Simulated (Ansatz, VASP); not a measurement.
## Bi: VASP beside Ansatz

```
Bi
1.0
     3.48860   -3.13258    0.00000
     3.48860    3.13258    0.00000
    -1.26023    0.00000    3.11355
Bi
2
Direct
  0.75306 0.75306 0.85738
  0.24694 0.24694 0.14262
```

Alike in both runs: functional HSE06; k mesh 3 × 3 × 5; occupations fermi-dirac, width 0.05 eV; no spin polarisation.

|  | VASP | Ansatz |
| --- | --- | --- |
| version | VASP 6.6.1 | Ansatz 0.2.0 |
| potentials or method | VASP PAW PBE potentials, release 64 (Bi_d) | Ansatz PAW |
| plane-wave cutoff (eV) | 520 | 420 |
| valence electrons in the cell | 30 | 30 |
| task | single point | band structure |

```csv
,VASP,Ansatz,Ansatz less VASP
gap on the k mesh at the Fermi level (eV),none,none,-
pressure (GPa),-1.9,-1.9,+0.04
"traceless stress, the component that is largest in VASP (GPa)",-2.11,-2.11,-0.001
rms of the force components (eV/Å),0.226,0.228,+0.0025
```

Atom by atom the forces differ by 0.003 eV/Å (rms over components). A gap of «none» marks a metal or a gap that the smearing closes. The functional is the same, so the differences come from potentials, cutoffs and numerics.

The k mesh is coarse, so the values compare programs but aren't converged. Neither program's run includes spin-orbit coupling.
